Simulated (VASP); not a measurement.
# SiC in VASP: notebook, part 2 of 3

VASP 6.6.1. Earlier steps stand in the parts before.

## (3) Single point, PBE

File INCAR:

```
PREC = Accurate
ENCUT = 520
EDIFF = 1E-6
ISMEAR = 0
SIGMA = 0.01
LREAL = F
LASPH = T
NELM = 60
ALGO = Normal
ISIF = 2
LWAVE = F
LCHARG = F
GGA = PE
NBANDS = 11
```

File KPOINTS:

```
regular mesh
0
Gamma
  12 12 12
```

File POSCAR:

```
SiC
1.0
    0.0000000000      2.1898618285      2.1898618285
    2.1898618285      0.0000000000      2.1898618285
    2.1898618285      2.1898618285      0.0000000000
Si C
1 1
Direct
    0.5000000000      0.5000000000      0.5000000000
    0.2500000000      0.2500000000      0.2500000000
```

Potentials or basis: VASP PAW PBE potentials, release 64 (Si, C).

On the command line:

```bash
$ cat potpaw_PBE.64/Si/POTCAR potpaw_PBE.64/C/POTCAR > POTCAR
$ mpirun -np 1 vasp_std > vasp.out
```

OUTCAR:

```text
PREC = Accurate
   ENCUT = 520
   EDIFF = 1E-6
   ISMEAR = 0
   LREAL = F
   LASPH = T
   NELM = 60
   ISIF = 2
   GGA = PE

 ion  position               nearest neighbor table
   1  0.500  0.500  0.500-   2 1.90   2 1.90   2 1.90   2 1.90
   2  0.250  0.250  0.250-   1 1.90   1 1.90   1 1.90   1 1.90

  LATTYP: Found a face centered cubic cell.
 ALAT       =     4.3797236570

  Lattice vectors:

 A1 = (   0.0000000000,   2.1898618285,   2.1898618285)
 A2 = (   2.1898618285,   0.0000000000,   2.1898618285)
 A3 = (   2.1898618285,   2.1898618285,   0.0000000000)

Analysis of symmetry for initial positions (statically):
=====================================================================
 Subroutine PRICEL returns:
 Original cell was already a primitive cell.

 Routine SETGRP: Setting up the symmetry group for a
 face centered cubic supercell.

 Subroutine GETGRP returns: Found 24 space group operations
 (whereof 24 operations were pure point group operations)
 out of a pool of 48 trial point group operations.

The static configuration has the point symmetry T_d .

Analysis of symmetry for dynamics (positions and initial velocities):
=====================================================================
 Subroutine PRICEL returns:
 Original cell was already a primitive cell.

 Routine SETGRP: Setting up the symmetry group for a
 face centered cubic supercell.

 Subroutine GETGRP returns: Found 24 space group operations
 (whereof 24 operations were pure point group operations)
 out of a pool of 48 trial point group operations.

The dynamic configuration has the point symmetry T_d .

 Subroutine INISYM returns: Found 24 space group operations
 (whereof 24 operations are pure point group operations),
 and found     1 'primitive' translations

----------------------------------------------------------------------------------------

                                     Primitive cell

  volume of cell :      21.0029

  direct lattice vectors                    reciprocal lattice vectors
     0.000000000  2.189861829  2.189861829    -0.228324908  0.228324908  0.228324908
     2.189861829  0.000000000  2.189861829     0.228324908 -0.228324908  0.228324908
     2.189861829  2.189861829  0.000000000     0.228324908  0.228324908 -0.228324908

  length of vectors
     3.096932298  3.096932298  3.096932298     0.395470341  0.395470341  0.395470341

  position of ions in fractional coordinates (direct lattice)
     0.500000000  0.500000000  0.500000000
     0.250000000  0.250000000  0.250000000

  ion indices of the primitive-cell ions
   primitive index   ion index
                 1           1
                 2           2

----------------------------------------------------------------------------------------

 KPOINTS: regular mesh

Automatic generation of k-mesh.
 Grid dimensions read from file:
 generate k-points for:   12   12   12

 Generating k-lattice:

  Cartesian coordinates                     Fractional coordinates (reciprocal lattice)
    -0.019027076  0.019027076  0.019027076     0.083333333  0.000000000  0.000000000
     0.019027076 -0.019027076  0.019027076     0.000000000  0.083333333  0.000000000
     0.019027076  0.019027076 -0.019027076     0.000000000  0.000000000  0.083333333

  Length of vectors
     0.032955862  0.032955862  0.032955862

  Shift w.r.t. Gamma in fractional coordinates (k-lattice)
     0.000000000  0.000000000  0.000000000

 Subroutine IBZKPT returns following result:
 ===========================================

 Found     72 irreducible k-points:

 Following reciprocal coordinates:
            Coordinates               Weight
  0.000000  0.000000  0.000000      1.000000
  0.083333  0.000000  0.000000      8.000000
  0.166667  0.000000  0.000000      8.000000
  0.250000  0.000000  0.000000      8.000000
  0.333333  0.000000  0.000000      8.000000
  0.416667  0.000000  0.000000      8.000000
[... 16 lines left out ...]
  0.500000  0.166667  0.000000     24.000000
 -0.416667  0.166667  0.000000     24.000000
 [... further k-points ...]
   k-points           NKPTS =     72   k-points in BZ     NKDIM =     72   number of bands    NBANDS=     11
   number of dos      NEDOS =    301   number of ions     NIONS =      2
   total plane-waves  NPLWV =  13824
   dimension x,y,z NGX =    24 NGY =   24 NGZ =   24
   dimension x,y,z NGXF=    48 NGYF=   48 NGZF=   48
   ions per type =               1   1
   NGX,Y,Z   is equivalent  to a cutoff of  12.88, 12.88, 12.88 a.u.
   NGXF,Y,Z  is equivalent  to a cutoff of  25.77, 25.77, 25.77 a.u.
 SYSTEM =  unknown system
   PREC   = accura    normal or accurate (medium, high low for compatibility)
   ISTART =      0    job   : 0-new  1-cont  2-samecut
   ICHARG =      2    charge: 1-file 2-atom 10-const
   ISPIN  =      1    spin polarized calculation?
   LNONCOLLINEAR =      F non collinear calculations
   LSORBIT =      F    spin-orbit coupling
   LASPH  =      T    aspherical Exc in radial PAW
   ENCUT  =  520.0 eV  38.22 Ry    6.18 a.u.   5.76  5.76  5.76*2*pi/ulx,y,z
   NELM   =     60;   NELMIN=  2; NELMDL= -5     # of ELM steps
   EDIFF  = 0.1E-05   stopping-criterion for ELM
   LREAL  =      F    real-space projection
   EDIFFG = 0.1E-04   stopping-criterion for IOM
   NSW    =      0    number of steps for IOM
   IBRION =     -1    ionic relax: 0-MD 1-quasi-New 2-CG
   NFREE  =      0    steps in history (QN), initial steepest desc. (CG)
   ISIF   =      2    stress and relaxation
   ISYM   =      2    0-nonsym 1-usesym 2-fastsym
   POTIM  = 0.5000    time-step for ionic-motion
   TEBEG  =    0.0;   TEEND  =   0.0 temperature during run
   PSTRESS=    0.0 pullay stress
   NELECT =       8.0000    total number of electrons
   NUPDOWN=      -1.0000    fix difference up-down
   EMIN   =  10.00;   EMAX   =-10.00  energy-range for DOS
   EFERMI =   0.00;   METHOD = LEGACY
   ISMEAR =     0;   SIGMA  =   0.01  broadening in eV -4-tet -1-fermi 0-gaus
   EFERMI_NEDOS =   21; number of points for ismear=-14 and -15
   IALGO  =     38    algorithm
   IMIX   =      4    mixing-type and parameters
     AMIX     =   0.40;   BMIX     =  1.00
     AMIX_MAG =   1.60;   BMIX_MAG =  1.00
  volume/ion in A,a.u.               =      10.50        70.87
  Fermi-wavevector in a.u.,A,eV,Ry     =   1.186710  2.242558 19.160837  1.408282
  Thomas-Fermi vector in A             =   2.322877
   LORBIT       =      0    0 simple, 1 ext, 2 COOP (PROOUT), +10 PAW based schemes
   GGA     = PE    functional components
   LHFCALC =     F    Hartree Fock is set to
   AEXX    =    0.0000 exact exchange contribution
   IVDW    =     0    specifies the selected vdW correction
   LEPSILON=     F    determine dielectric tensor
   LRPA    =     F    only Hartree local field effects (RPA)
 non-spin polarized calculation
 Gauss-broadening in eV      SIGMA  =   0.01
  energy-cutoff  :      520.00
  volume of cell :       21.00
 maximum number of plane-waves:       588
   NGX = 11   NGY = 11   NGZ = 11

 number of electron       8.0000001 magnetization

 Free energy of the ion-electron system (eV)
  ---------------------------------------------------
  ext. energy  EPLUGINS =         0.00000000
  ---------------------------------------------------
  free energy    TOTEN  =       -15.06096294 eV

  energy without entropy =      -15.06096294  energy(sigma->0) =      -15.06096294

 E-fermi :   8.0490     XC(G=0): -11.2913

 val. band max:        7.9403269461   @ k =   0.0000   0.0000   0.0000
 cond. band min:       9.3109353440   @ k =   0.5000   0.5000   0.0000
 fundamental gap:      1.3706083979
 Fermi energy:         8.0490006337

 k-point     1 :       0.0000    0.0000    0.0000
  band No.  band energies     occupation
      1      -7.3463      2.00000
      2       7.9403      2.00000
      3       7.9403      2.00000
      4       7.9403      2.00000
      5      13.9995      0.00000
      6      15.1449      0.00000
      7      15.1449      0.00000
      8      15.1449      0.00000
      9      22.3601      0.00000
     10      22.3601      0.00000
     11      24.1904      0.00000
[... 309 lines left out ...]
 k-point    24 :      -0.4167    0.1667    0.0000
  band No.  band energies     occupation
      1      -3.5153      2.00000
      2       0.0036      2.00000
      3       4.8736      2.00000
      4       6.4385      2.00000
      5      13.0367      0.00000
      6      15.5566      0.00000
      7      16.4051      0.00000
      8      18.9781      0.00000
      9      22.4876      0.00000
     10      23.2134      0.00000
     11      25.9375      0.00000

 [... further k-points ...]
[... 5 lines left out ...]
  --------------------------------------------------------------------------------------
  -------------------------------------------------------------------------------------
  Total       -0.0062641     -0.0062641     -0.0062641      0.0000000      0.0000000     -0.0000000
  in kB       -0.4778506     -0.4778506     -0.4778506      0.0000000      0.0000000     -0.0000000
  external PRESSURE =      -0.4778506 kB  Pullay stress =       0.0000000 kB

 VOLUME and BASIS-vectors are now :
 -----------------------------------------------------------------------------
  energy-cutoff  :      520.00
  volume of cell :       21.00
      direct lattice vectors                 reciprocal lattice vectors
     0.000000000  2.189861829  2.189861829    -0.228324908  0.228324908  0.228324908
     2.189861829  0.000000000  2.189861829     0.228324908 -0.228324908  0.228324908
     2.189861829  2.189861829  0.000000000     0.228324908  0.228324908 -0.228324908

 POSITION                                       TOTAL-FORCE (eV/Angst)
 -----------------------------------------------------------------------------------
      2.18986      2.18986      2.18986        -0.000000      0.000000     -0.000000
      1.09493      1.09493      1.09493         0.000000     -0.000000      0.000000
 -----------------------------------------------------------------------------------
    total drift:                               -0.000000     -0.000000     -0.000000

  FREE ENERGIE OF THE ION-ELECTRON SYSTEM (eV)
  ---------------------------------------------------
  free  energy   TOTEN  =       -15.0609629440 eV

  energy  without entropy=      -15.0609629440  energy(sigma->0) =      -15.06096294
```

OSZICAR:

```text
N       E                     dE             d eps       ncg     rms          rms(c)
DAV:   1     0.500424681007E+01    0.50042E+01   -0.41165E+03  1600   0.649E+02
DAV:   2    -0.162404649779E+02   -0.21245E+02   -0.20391E+02  2061   0.110E+02
DAV:   3    -0.168720544559E+02   -0.63159E+00   -0.63051E+00  1953   0.163E+01
DAV:   4    -0.168746432582E+02   -0.25888E-02   -0.25886E-02  1821   0.133E+00
DAV:   5    -0.168746555325E+02   -0.12274E-04   -0.12274E-04  1950   0.845E-02    0.866E+00
DAV:   6    -0.151132730271E+02    0.17614E+01   -0.64658E+00  1776   0.113E+01    0.382E+00
DAV:   7    -0.150683356274E+02    0.44937E-01   -0.36594E-01  1878   0.347E+00    0.176E+00
DAV:   8    -0.150607422564E+02    0.75934E-02   -0.19957E-02  1770   0.941E-01    0.171E-01
DAV:   9    -0.150608474079E+02   -0.10515E-03   -0.16610E-03  1989   0.231E-01    0.113E-01
DAV:  10    -0.150609603206E+02   -0.11291E-03   -0.24489E-04  1791   0.946E-02    0.259E-02
DAV:  11    -0.150609625104E+02   -0.21898E-05   -0.43949E-05  1908   0.340E-02    0.690E-03
DAV:  12    -0.150609629440E+02   -0.43362E-06   -0.20121E-06  1540   0.851E-03
   1 F= -.15060963E+02 E0= -.15060963E+02  d E =-.501890E-56
```

Wall time 20 s (1 thread of Intel Xeon Platinum 8259CL at 2.50GHz (Skylake/Cascade Lake), shared host); peak memory 0.14 GiB.

What came out:

* Free energy: -15.0610 eV
* Pressure: 0.0 GPa
* Band gap on the k mesh: 1.37 eV, indirect (least direct gap 4.53 eV)

A k mesh can miss the band edges.

## (4) Single point, PBE

File INCAR:

```
SYSTEM = SiC
  PREC = Accurate
  ENCUT = 520
  EDIFF = 1E-7
  ISMEAR = 0
  SIGMA = 0.1
  LREAL = .False.
  LASPH = .True.
  NELM = 80
  ALGO = Normal
  ISIF = 2
  LWAVE = .False.
  LCHARG = .False.
  GGA = PE
  NBANDS = 11
```

File KPOINTS:

```
Automatic mesh
0
Gamma
  8 8 8
  0 0 0
```

File POSCAR:

```
SiC
1.0
   -1.5476907712      1.5477694586      2.1891011764
    1.5476907712     -1.5477694586      2.1891011764
    1.5476907712      1.5477694586     -2.1891011764
Si C
1 1
Direct
    0.3750013123      0.8750013123      0.5000000000
    0.1249986877      0.1249986877      0.0000000000
```

Potentials or basis: VASP PAW PBE potentials, release 64 (Si, C).

On the command line:

```bash
$ cat potpaw_PBE.64/Si/POTCAR potpaw_PBE.64/C/POTCAR > POTCAR
$ mpirun -np 1 vasp_std > vasp.out
```

OUTCAR:

```text
SYSTEM = SiC
   PREC = Accurate
   ENCUT = 520
   EDIFF = 1E-7
   ISMEAR = 0
   LREAL = .False.
   LASPH = .True.
   NELM = 80
   ISIF = 2
   GGA = PE

 ion  position               nearest neighbor table
   1  0.375  0.875  0.500-   2 1.90   2 1.90   2 1.90   2 1.90
   2  0.125  0.125  0.000-   1 1.90   1 1.90   1 1.90   1 1.90

  LATTYP: Found a body centered orthorhombic cell.
 ALAT       =     3.0953815424
 B/A-ratio  =     1.0000508418
 C/A-ratio  =     1.4144305937

  Lattice vectors:

 A1 = (  -1.5476907712,   1.5477694586,   2.1891011764)
[... 513 lines left out ...]
      6      16.8130      0.00000
      7      17.6798      0.00000
      8      18.9645      0.00000
      9      21.4562      0.00000
     10      22.3840      0.00000
     11      27.9240      0.00000

 [... further k-points ...]
[... 5 lines left out ...]
  --------------------------------------------------------------------------------------
  -------------------------------------------------------------------------------------
  Total        0.0337777      0.0304285      0.0278081      0.0000000      0.0000000      0.0000000
  in kB        2.5800311      2.3242101      2.1240523      0.0000000      0.0000000      0.0000000
  external PRESSURE =       2.3427645 kB  Pullay stress =       0.0000000 kB

 VOLUME and BASIS-vectors are now :
 -----------------------------------------------------------------------------
  energy-cutoff  :      520.00
  volume of cell :       20.98
      direct lattice vectors                 reciprocal lattice vectors
    -1.547690771  1.547769459  2.189101176     0.000000000  0.323045527  0.228404244
     1.547690771 -1.547769459  2.189101176     0.323061951  0.000000000  0.228404244
     1.547690771  1.547769459 -2.189101176     0.323061951  0.323045527  0.000000000

 POSITION                                       TOTAL-FORCE (eV/Angst)
 -----------------------------------------------------------------------------------
      1.54769      0.00000      1.64183         0.000000     -0.000000      0.000173
      0.00000      0.00000      0.54727        -0.000000      0.000000     -0.000173
 -----------------------------------------------------------------------------------
    total drift:                               -0.000000      0.000000     -0.000000

  FREE ENERGIE OF THE ION-ELECTRON SYSTEM (eV)
  ---------------------------------------------------
  free  energy   TOTEN  =       -15.0597670096 eV

  energy  without entropy=      -15.0597670096  energy(sigma->0) =      -15.05976701
```

stdout:

```text
POSCAR found type information on POSCAR SiC
 POSCAR found :  2 types and       2 ions
 scaLAPACK will be used
 LDA part: xc-table for (Slater+PW92), standard interpolation
 POSCAR, INCAR and KPOINTS ok, starting setup
 FFT: planning ... GRIDC
 FFT: planning ... GRID_SOFT
 FFT: planning ... GRID
 WAVECAR not read
 entering main loop
```

Run time: 28 s. Hardware: 1 thread of Intel Xeon Platinum 8259CL at 2.50GHz (Skylake/Cascade Lake), shared host; peak memory 0.14 GiB.

Results:

```
Free energy            : -15.0598 eV
Pressure               : 0.2 GPa
Band gap on the k mesh : 1.37 eV, indirect (least direct gap 4.53 eV)
```

Levels at points of the mesh, in eV from the valence-band top:
| k point | band 2 | band 3 | band 4 | band 5 | band 6 | band 7 |
| --- | --- | --- | --- | --- | --- | --- |
| (0.00, 0.00, 0.00) | 0.00 | 0.00 | 0.00 | 6.07 | 7.21 | 7.21 |
| (0.50, 0.00, 0.00) | -8.46 | -1.05 | -1.05 | 5.31 | 7.17 | 7.17 |
| (0.00, 0.50, 0.00) | -8.46 | -1.05 | -1.05 | 5.31 | 7.17 | 7.17 |
| (0.50, 0.50, 0.00) | -7.75 | -3.16 | -3.16 | 1.37 | 4.27 | 13.87 |
| (0.50, 0.50, 0.50) | -7.75 | -3.16 | -3.16 | 1.37 | 4.28 | 13.88 |

[end of part 2 of 3]
